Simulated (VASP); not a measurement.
# PbF2 (Fluorocronite): single point with LDA

The system is PbF2 (Fluorocronite).

```
CELL_PARAMETERS angstrom
0.00000 3.02179 3.02179
3.02179 0.00000 3.02179
3.02179 3.02179 0.00000
ATOMIC_POSITIONS crystal
Pb 0.00000 0.00000 0.00000
F 0.75000 0.75000 0.75000
F 0.25000 0.25000 0.25000
```

```yaml
Program: VASP 6.6.1
Task: single point
Functional: LDA
Potentials_or_basis: VASP PAW LDA potentials, release 64 (Pb_d, F)
Cutoff: 600 eV
k_mesh: 8 × 8 × 8
Occupations: fermi-dirac, width 0.05 eV
Spin: no spin polarisation
```

```yaml
Pressure: -7.9 GPa
Band_gap_on_the_k_mesh: 4.21 eV, indirect (least direct gap 4.37 eV)
```

Levels at points of the mesh, in eV from the valence-band top:
```csv
k point,band 12,band 13,band 14,band 15,band 16,band 17
"(0.00, 0.00, 0.00)",-1.66,-1.66,-1.66,6.50,6.50,6.50
"(0.50, 0.00, 0.00)",-1.84,-1.84,0.00,4.82,7.30,7.30
"(0.50, 0.50, 0.00)",-1.27,-1.26,-0.16,4.21,7.51,7.51
```

It took 64 s on 1 thread of AMD EPYC 7R43 64-Core Processor (Zen 3), on a shared host, peak memory 0.14 GiB.

Caveat: spin-orbit coupling is left out, which moves the levels of the heavy elements. A k mesh can miss the band edges.
